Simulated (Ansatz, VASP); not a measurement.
Ge: VASP beside Ansatz

```
CELL_PARAMETERS angstrom
2.01226 0.00000 0.00000
0.00000 2.01226 0.00000
0.00000 0.00000 2.01226
ATOMIC_POSITIONS crystal
Ge 0.00000 0.00000 0.00000
```

Change from the starting cell: volume scaled by 0.43, LAPW.

Alike in both runs: task single point; functional PBEsol; k mesh 15 × 15 × 15; occupations fermi-dirac, width 0.1 eV; no spin polarisation.

|  | VASP | Ansatz |
| --- | --- | --- |
| version | VASP 6.6.1 | Ansatz 0.2.0 |
| potentials or method | VASP PAW PBE potentials, release 64 (Ge_d), cutoff 520 eV | all-electron LAPW, scalar-relativistic |

|  | VASP | Ansatz | Ansatz less VASP |
| --- | --- | --- | --- |
| pressure (GPa) | 455.3 | 446.6 | -8.66 |

VASP's potentials were made for PBE, not for PBEsol. Both programs put the cell under a high pressure, so it lies far from rest at this level. Ansatz ran all-electron here, and VASP with PAW potentials.

Noted on VASP's run: the cell as given lies far from equilibrium.
